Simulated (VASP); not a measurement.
# ZnCu (R-3m) in VASP: notebook

Runs on ZnCu. Level: PBEsol. Tasks: single point.

All numbers are computed with VASP 6.6.1; they aren't measurements. Logs are shortened: lines on timing, memory, paths and dates and some standing lists are left out, and cuts for length are marked.

**1. The cell of the first run**

Symmetry: R-3m, No. 166, trigonal system. Conventional cell: a = 3.227 Å, b = 3.227 Å, c = 8.833 Å, α = 90.00°, β = 90.00°, γ = 120.00°. Zn (site symmetry -3m) has 6 Cu at 2.37 Å within 3.1 Å. Cu (site symmetry -3m) has 6 Zn at 2.37 Å within 3.1 Å.

**2. Single point, PBEsol (13.28 Å³/atom)**

Input file INCAR:

```
SYSTEM = ZnCu
ALGO = Fast
EDIFF = 1E-6
ENCUT = 520
GGA = PS
ISIF = 2
ISMEAR = 0
LASPH = .True.
LCHARG = .True.
LELF = .True.
LREAL = .False.
LVHAR = .True.
LWAVE = .False.
NBANDS = 18
NELM = 60
PREC = Accurate
SIGMA = 0.15
```

Input file KPOINTS:

```
k-points
0
Gamma
  18 18 18
  0 0 0
```

Input file POSCAR:

```
ZnCu
1.0
    3.2211088218      0.9393316163      0.9393316163
    0.9393316163      3.2211088218      0.9393316163
    0.9393316163      0.9393316163      3.2211088218
Zn Cu
1 1
Direct
    0.5000000000      0.5000000000      0.5000000000
    0.0000000000      0.0000000000      0.0000000000
```

Potentials or basis: VASP PAW PBE potentials, release 64 (Zn, Cu).

Run with:

```sh
cat potpaw_PBE.64/Zn/POTCAR potpaw_PBE.64/Cu/POTCAR > POTCAR
mpirun -np 1 vasp_std > vasp.out
```

OUTCAR:

```text
SYSTEM = ZnCu
   EDIFF = 1E-6
   ENCUT = 520
   GGA = PS
   ISIF = 2
   ISMEAR = 0
   LASPH = .True.
   LREAL = .False.
   NELM = 60
   PREC = Accurate

 ion  position               nearest neighbor table
   1  0.500  0.500  0.500-   2 2.37   2 2.37   2 2.37   2 2.37   2 2.37   2 2.37
   2  0.000  0.000  0.000-   1 2.37   1 2.37   1 2.37   1 2.37   1 2.37   1 2.37

  LATTYP: Found a trigonal (rhomboedric) cell.
 ALAT       =     3.4842832567
 COS(alpha) =     0.5711360249

  Lattice vectors:

 A1 = (   3.2211088218,   0.9393316163,   0.9393316163)
 A2 = (   0.9393316163,   3.2211088218,   0.9393316163)
 A3 = (   0.9393316163,   0.9393316163,   3.2211088218)

Analysis of symmetry for initial positions (statically):
=====================================================================
 Subroutine PRICEL returns:
 Original cell was already a primitive cell.

 Routine SETGRP: Setting up the symmetry group for a
 trigonal (rhombohedral) supercell.

 Subroutine GETGRP returns: Found 12 space group operations
 (whereof 12 operations were pure point group operations)
 out of a pool of 12 trial point group operations.

The static configuration has the point symmetry D_3d.

Analysis of symmetry for dynamics (positions and initial velocities):
=====================================================================
 Subroutine PRICEL returns:
 Original cell was already a primitive cell.

 Routine SETGRP: Setting up the symmetry group for a
 trigonal (rhombohedral) supercell.

 Subroutine GETGRP returns: Found 12 space group operations
 (whereof 12 operations were pure point group operations)
 out of a pool of 12 trial point group operations.

The dynamic configuration has the point symmetry D_3d.

 Subroutine INISYM returns: Found 12 space group operations
 (whereof 12 operations are pure point group operations),
 and found     1 'primitive' translations

----------------------------------------------------------------------------------------

                                     Primitive cell

  volume of cell :      26.5520

  direct lattice vectors                    reciprocal lattice vectors
     3.221108822  0.939331616  0.939331616     0.357532320 -0.080722562 -0.080722562
     0.939331616  3.221108822  0.939331616    -0.080722562  0.357532320 -0.080722562
     0.939331616  0.939331616  3.221108822    -0.080722562 -0.080722562  0.357532320

[... 81 lines left out ...]
   ENCUT  =  520.0 eV  38.22 Ry    6.18 a.u.   6.48  6.48  6.48*2*pi/ulx,y,z
   NELM   =     60;   NELMIN=  2; NELMDL= -5     # of ELM steps
   EDIFF  = 0.1E-05   stopping-criterion for ELM
   LREAL  =      F    real-space projection
   EDIFFG = 0.1E-04   stopping-criterion for IOM
   NSW    =      0    number of steps for IOM
   IBRION =     -1    ionic relax: 0-MD 1-quasi-New 2-CG
   NFREE  =      0    steps in history (QN), initial steepest desc. (CG)
   ISIF   =      2    stress and relaxation
   ISYM   =      2    0-nonsym 1-usesym 2-fastsym
   POTIM  = 0.5000    time-step for ionic-motion
   TEBEG  =    0.0;   TEEND  =   0.0 temperature during run
   PSTRESS=    0.0 pullay stress
   NELECT =      23.0000    total number of electrons
   NUPDOWN=      -1.0000    fix difference up-down
   EMIN   =  10.00;   EMAX   =-10.00  energy-range for DOS
   EFERMI =   0.00;   METHOD = LEGACY
   ISMEAR =     0;   SIGMA  =   0.15  broadening in eV -4-tet -1-fermi 0-gaus
   EFERMI_NEDOS =   21; number of points for ismear=-14 and -15
   IALGO  =     68    algorithm
   IMIX   =      4    mixing-type and parameters
     AMIX     =   0.40;   BMIX     =  1.00
     AMIX_MAG =   1.60;   BMIX_MAG =  1.00
  volume/ion in A,a.u.               =      13.28        89.59
  Fermi-wavevector in a.u.,A,eV,Ry     =   1.560576  2.949062 33.135610  2.435399
  Thomas-Fermi vector in A             =   2.663768
   LORBIT       =      0    0 simple, 1 ext, 2 COOP (PROOUT), +10 PAW based schemes
   GGA     = PS    functional components
   LHFCALC =     F    Hartree Fock is set to
   AEXX    =    0.0000 exact exchange contribution
   IVDW    =     0    specifies the selected vdW correction
   LEPSILON=     F    determine dielectric tensor
   LRPA    =     F    only Hartree local field effects (RPA)
 non-spin polarized calculation
 RMM-DIIS sequential band-by-band and
 Gauss-broadening in eV      SIGMA  =   0.15
  energy-cutoff  :      520.00
  volume of cell :       26.55
 maximum number of plane-waves:       730
 NGX is ok and might be reduce to    28
   NGX = 13   NGY = 13   NGZ = 13

 number of electron      22.9999996 magnetization

 Free energy of the ion-electron system (eV)
  ---------------------------------------------------
  ext. energy  EPLUGINS =         0.00000000
  ---------------------------------------------------
  free energy    TOTEN  =        -5.19898339 eV

  energy without entropy =       -5.19177624  energy(sigma->0) =       -5.19537982

 E-fermi :   5.1854     XC(G=0): -12.2794

 val. band max:        5.1824426417   @ k =  -0.2778   0.5000   0.0556
 cond. band min:       5.2071136601   @ k =  -0.3889   0.3333   0.2222
 fundamental gap:      0.0246710184
 Fermi energy:         5.1853998343

 k-point     1 :       0.0000    0.0000    0.0000
  band No.  band energies     occupation
      1      -5.0650      2.00000
      2      -2.7721      2.00000
      3      -2.7721      2.00000
      4      -2.7300      2.00000
      5      -2.5526      2.00000
      6      -2.5526      2.00000
[... 481 lines left out ...]
      5      -2.5184      2.00000
      6      -2.3658      2.00000
[... 10 lines left out ...]
     17      17.4101      0.00000
     18      18.3997      0.00000

 [... further k-points ...]

------------------------ aborting loop because EDIFF is reached ----------------------------------------

  FORCE on cell =-STRESS in cart. coord.  units (eV):
  Direction    XX          YY          ZZ          XY          YZ          ZX
  --------------------------------------------------------------------------------------
  -------------------------------------------------------------------------------------
  Total        1.4629738      1.4629738      1.4629738      0.4087036      0.4087036      0.4087036
  in kB       88.2774717     88.2774717     88.2774717     24.6616320     24.6616320     24.6616320
  external PRESSURE =      88.2774717 kB  Pullay stress =       0.0000000 kB

 VOLUME and BASIS-vectors are now :
 -----------------------------------------------------------------------------
  energy-cutoff  :      520.00
  volume of cell :       26.55
      direct lattice vectors                 reciprocal lattice vectors
     3.221108822  0.939331616  0.939331616     0.357532320 -0.080722562 -0.080722562
     0.939331616  3.221108822  0.939331616    -0.080722562  0.357532320 -0.080722562
     0.939331616  0.939331616  3.221108822    -0.080722562 -0.080722562  0.357532320

 POSITION                                       TOTAL-FORCE (eV/Angst)
 -----------------------------------------------------------------------------------
      2.54989      2.54989      2.54989        -0.000000     -0.000000      0.000000
      0.00000      0.00000      0.00000         0.000000      0.000000     -0.000000
 -----------------------------------------------------------------------------------
    total drift:                                0.000000      0.000000      0.000000

  FREE ENERGIE OF THE ION-ELECTRON SYSTEM (eV)
  ---------------------------------------------------
  free  energy   TOTEN  =        -5.1989833934 eV

  energy  without entropy=       -5.1917762445  energy(sigma->0) =       -5.19537982
```

stdout:

```text
POSCAR found type information on POSCAR ZnCu
 POSCAR found :  2 types and       2 ions
 scaLAPACK will be used
 -----------------------------------------------------------------------------
|                                                                             |
|                                                                             |
|     You enforced a specific xc type in the INCAR file but a different       |
|     I HOPE YOU KNOW WHAT YOU ARE DOING!                                     |
|                                                                             |
 -----------------------------------------------------------------------------

 LDA part: xc-table for (Slater+PW92), standard interpolation
 POSCAR, INCAR and KPOINTS ok, starting setup
 FFT: planning ... GRIDC
 FFT: planning ... GRID_SOFT
 FFT: planning ... GRID
 WAVECAR not read
 entering main loop
WARNING in EDDRMM: call to ZHEGV failed, returncode =   8  4     16
WARNING in EDDRMM: call to ZHEGV failed, returncode =   6  3     17
```

Run time: 3.3 min. Hardware: 1 thread of Intel Xeon 6975P-C (Granite Rapids), shared host; peak memory 0.39 GiB.

What came out:

* Free energy: -5.1990 eV
* Pressure: 8.8 GPa
* Band gap on the k mesh: zero (an odd number of electrons rules out a gap without spin polarisation)

Stress tensor (GPa, compression positive):
```
8.83 2.47 2.47
2.47 8.83 2.47
2.47 2.47 8.83
```

Caveat: the cell stands under pressure; the PAW data sets were made with another functional, which shifts forces and pressure a little.

**3. Single point, PBEsol (13.28 Å³/atom)**

Input file INCAR:

```
PREC     = Accurate       # precision mode
ENCUT    = 520            # plane-wave cutoff, eV
EDIFF    = 1E-6           # SCF threshold, eV
ISMEAR   = 0              # smearing method
SIGMA    = 0.15           # smearing width, eV
LREAL    = F              # projectors in reciprocal space
LASPH    = T              # aspherical terms in the spheres
NELM     = 80             # most SCF steps
ALGO     = Fast           # electronic algorithm
ISIF     = 2              # what is computed and relaxed
LWAVE    = F              # write WAVECAR
LCHARG   = T              # write CHGCAR
GGA      = PS             # functional
LELF     = T              # ELF
LVHAR    = T            
NBANDS   = 18             # bands
```

Input file KPOINTS:

```
Automatic mesh
0
Gamma
  18 18 18
```

Input file POSCAR:

```
ZnCu
1.0
    3.0189531558      0.3390124937      0.3390124937
    0.3390124937      3.0189531558      0.3390124937
    0.3390124937      0.3390124937      3.0189531558
Zn Cu
1 1
Direct
    0.5000000000      0.5000000000      0.5000000000
    0.0000000000      0.0000000000      0.0000000000
```

Potentials or basis: VASP PAW PBE potentials, release 64 (Zn, Cu).

Run with:

```sh
cat potpaw_PBE.64/Zn/POTCAR potpaw_PBE.64/Cu/POTCAR > POTCAR
mpirun -np 1 vasp_std > vasp.out
```

Run time: 91 s. Hardware: 1 thread of Intel Xeon 6975P-C (Granite Rapids), shared host; peak memory 0.38 GiB.

Results (log left out):

```yaml
Free_energy: -5.5842 eV
Pressure: 0.8 GPa
Band_gap_on_the_k_mesh: zero (an odd number of electrons rules out a gap without spin polarisation)
```

Stress tensor (GPa, compression positive):
```
 0.79 -5.92 -5.92
-5.92  0.79 -5.92
-5.92 -5.92  0.79
```

Levels at points of the mesh, in eV from the Fermi level:
```tsv
k point	band 7	band 8	band 9	band 10	band 11	band 12	band 13	band 14	band 15	band 16
(0.00, 0.00, 0.00)	-3.54	-3.54	-3.02	-2.94	-2.94	6.00	6.00	7.92	11.55	11.55
(0.50, 0.00, 0.00)	-5.14	-3.93	-3.45	-3.36	-3.14	-2.25	9.82	9.87	10.13	10.36
(0.50, 0.50, 0.00)	-3.56	-3.02	-3.01	-2.87	-2.78	-0.27	0.18	4.04	7.18	12.33
(0.50, 0.50, 0.50)	-4.23	-4.23	-2.82	-2.82	-1.00	0.31	6.02	6.02	6.03	6.03
```

Caveat: the PAW data sets were made with another functional, which shifts forces and pressure a little.

**4. Single point, PBEsol (14.26 Å³/atom)**

This run uses another cell than the first one, of 14.26 Å³/atom.

Input file INCAR:

```
SYSTEM = ZnCu
PREC = Accurate
ENCUT = 520
EDIFF = 1E-6
ISMEAR = 0
SIGMA = 0.15
LREAL = .False.
LASPH = .True.
NELM = 100
ALGO = Fast
ISIF = 2
LWAVE = .False.
LCHARG = .True.
GGA = PS
LELF = .True.
LVHAR = .True.
NBANDS = 18
```

Input file KPOINTS:

```
regular mesh
0
Gamma
  18 18 18
  0 0 0
```

Input file POSCAR:

```
ZnCu
1.0
    3.0641457876      0.1684339077      0.1684339077
    0.1684339077      3.0641457876      0.1684339077
    0.1684339077      0.1684339077      3.0641457876
Zn Cu
1 1
Direct
    0.5000000000      0.5000000000      0.5000000000
    0.0000000000      0.0000000000      0.0000000000
```

Run with:

```sh
cat potpaw_PBE.64/Zn/POTCAR potpaw_PBE.64/Cu/POTCAR > POTCAR
mpirun -np 1 vasp_std > vasp.out
```

Run time: 86 s. Hardware: 1 thread of Intel Xeon 6975P-C (Granite Rapids), shared host; peak memory 0.4 GiB.

Results (log left out):

| Item | Value |
| --- | --- |
| Free energy | -5.7885 eV |
| Pressure | -11.0 GPa |
| Band gap on the k mesh | zero (an odd number of electrons rules out a gap without spin polarisation) |

Stress tensor (GPa, compression positive):
```
-10.98  -3.78  -3.78
 -3.78 -10.98  -3.78
 -3.78  -3.78 -10.98
```

Levels at points of the mesh, in eV from the Fermi level:
```tsv
k point	band 8	band 9	band 10	band 11	band 12	band 13	band 14	band 15
(0.00, 0.00, 0.00)	-3.25	-2.59	-2.59	-2.58	5.63	5.63	6.74	10.77
(0.50, 0.00, 0.00)	-3.38	-3.08	-2.95	-2.66	-1.94	10.17	10.30	10.44
(0.50, 0.50, 0.00)	-2.70	-2.70	-2.38	-2.11	-0.87	0.63	2.62	10.01
(0.50, 0.50, 0.50)	-3.82	-2.37	-2.37	1.12	2.13	4.89	4.89	4.92
```

Caveat: the cell stands under tension; the PAW data sets were made with another functional, which shifts forces and pressure a little.

**5. Overview**

```csv
cell,gap on the mesh (eV),pressure (GPa)
"a = 3.484 Å, angles 55.2°, 2 atoms",none,8.8
"a = 3.057 Å, angles 76.6°, 2 atoms",none,0.8
"a = 3.073 Å, angles 83.6°, 2 atoms",none,-11.0
```

Alike in all rows: task single point; level PBEsol; potentials or basis VASP PAW PBE potentials, release 64 (Zn, Cu); no spin polarisation; k mesh 18 × 18 × 18; cutoff (eV) 520; smearing gaussian 0.15 eV.

Caveats: the PAW data sets were made with another functional, which shifts forces and pressure a little; the cell stands under pressure (at least some runs); the cell stands under tension (at least some runs).

Total energies depend on the potentials used, so only differences within one code and one set of settings carry meaning.
